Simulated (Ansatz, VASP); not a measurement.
# One calculation of TiAl, two programs

The input INCAR:

```
PREC = Accurate
ENCUT = 520
EDIFF = 1E-6
ISMEAR = -1
SIGMA = 0.05
LREAL = False
LASPH = True
NELM = 100
ALGO = Normal
ISIF = 2
LWAVE = False
LCHARG = False
GGA = PE
NBANDS = 14
```

Contents of KPOINTS:

```
Automatic mesh
0
Gamma
  11 11 6
```

POSCAR

```
TiAl
1.0
    2.9049936943      0.0000000000      0.0000000000
   -1.4524968471      2.5157983370      0.0000000000
    0.0000000000      0.0000000000      4.7396437833
Ti Al
1 1
Direct
    0.0000000000      0.0000000000      0.0000000000
    0.3333333333      0.6666666667      0.5000000000
```

input.yaml

```yaml
crystal:
  lattice:
    - [2.9049936943, 0.0, 0.0]
    - [-1.4524968471, 2.515798337, 0.0]
    - [0.0, 0.0, 4.7396437833]
  atoms:
    - { symbol: Ti, position: [0.0, 0.0, 0.0] }
    - { symbol: Al, position: [0.3333333333, 0.6666666667, 0.5] }
kpoints:
  mp_grid: { grid: [11, 11, 6] }
scf:
  occupations: { method: fermi_dirac, width: 0.05 }
hamiltonian:
  xc: pbe
  pseudopotentials: { kind: all_electron, lapw: { basis_error: 0.0005 } }
output:
  forces: true
  stress: true
  eigenvalues: true
```

Change from the starting cell: volume scaled by 1.04.

Alike in both runs: task single point; functional PBE; k mesh 11 × 11 × 6; occupations fermi-dirac, width 0.05 eV; no spin polarisation.

|  | VASP | Ansatz |
| --- | --- | --- |
| version | VASP 6.6.1 | Ansatz 0.2.0 |
| potentials or method | VASP PAW PBE potentials, release 64 (Ti_sv, Al), cutoff 520 eV | all-electron LAPW, scalar-relativistic |

Ansatz gave:

```
gap on the k mesh at the Fermi level (eV)                     : none
pressure (GPa)                                                : -3.6
traceless stress, the component that is largest in VASP (GPa) : -1.63
```

Problem. What did VASP give for the same quantities?

Solution. gap on the k mesh at the Fermi level (eV): none; pressure (GPa): -3.7; traceless stress, the component that is largest in VASP (GPa): -1.60.

A gap of «none» marks a metal or a gap that the smearing closes. Ansatz ran all-electron here, and VASP with PAW potentials.
